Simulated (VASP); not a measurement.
Write the native input for VASP 6.6.1 that does the following.

```yaml
Task: electric field gradients
Functional: PBE
Potentials_or_basis: VASP PAW PBE potentials, release 64 (Au)
Cutoff: 520 eV
k_mesh: 18 × 18 × 10
Occupations: fermi-dirac, width 0.05 eV
Spin: non-collinear spin, zero start, spin-orbit coupling
Starting_moments: "[[0.0, 0.0, 0.0], [0.0, 0.0, 0.0]] μB"
Dipole_correction: no
Further_INCAR_settings: ALGO = Normal; EDIFF = 1e-08; NBANDS = 34
```

The structure of Au lies in POSCAR:

```
Au
1.0
    2.9000000000      0.0000000000      0.0000000000
   -1.4500000000      2.5114736710      0.0000000000
    0.0000000000      0.0000000000      4.8800000000
Au
2
Direct
    0.3333333333      0.6666666667      0.7500000000
    0.6666666667      0.3333333333      0.2500000000
```

This isn't the form of Au at room conditions, which is fcc.

One way to write it, as run:

INCAR

```
SYSTEM = Au
ALGO     = Normal         ! electronic algorithm
EDIFF    = 1E-8           ! SCF threshold, eV
ENCUT    = 520            ! plane-wave cutoff, eV
GGA      = PE             ! functional
GGA_COMPAT= .False.      
ISIF     = 2              ! what is computed and relaxed
ISMEAR   = -1             ! smearing method
KPAR     = 4            
LASPH    = .True.         ! aspherical terms in the spheres
LCHARG   = .False.        ! write CHGCAR
LEFG     = .True.       
LMAXMIX  = 4              ! l up to which the mixer works
LORBIT   = 11             ! projections on sites
LORBMOM  = .True.       
LREAL    = .False.        ! projectors in reciprocal space
LSORBIT  = .True.         ! spin-orbit coupling
LWAVE    = .False.        ! write WAVECAR
MAGMOM   = 0 0 0 0 0 0    ! initial moments
NBANDS   = 34             ! bands
NELM     = 150            ! most SCF steps
PREC     = Accurate       ! precision mode
SIGMA    = 0.05           ! smearing width, eV
```

KPOINTS

```
k-points
0
Gamma
  18 18 10
  0 0 0
```

Potentials or basis: VASP PAW PBE potentials, release 64 (Au).

Launch:

```sh
$ cat potpaw_PBE.64/Au/POTCAR > POTCAR
$ mpirun -np 4 vasp_ncl > vasp.out
```

Results of the run:

| Quantity | Value |
| --- | --- |
| Pressure | 0.5 GPa |
| Net moment | 0.00 μB per cell |
| Largest electric field gradient by atom | Au +27.2 V/Å² |
| Valence electrons inside the program's atomic spheres | Au 9.61 |

Caveat: without QUAD_EFG the Cq values of the log hold for a quadrupole moment of 1 mb, not for the nuclei.

Run time: 5 min on 4 MPI ranks on AMD EPYC 7R43 64-Core Processor (Zen 3), on a shared host, peak memory 0.47 GiB a rank.
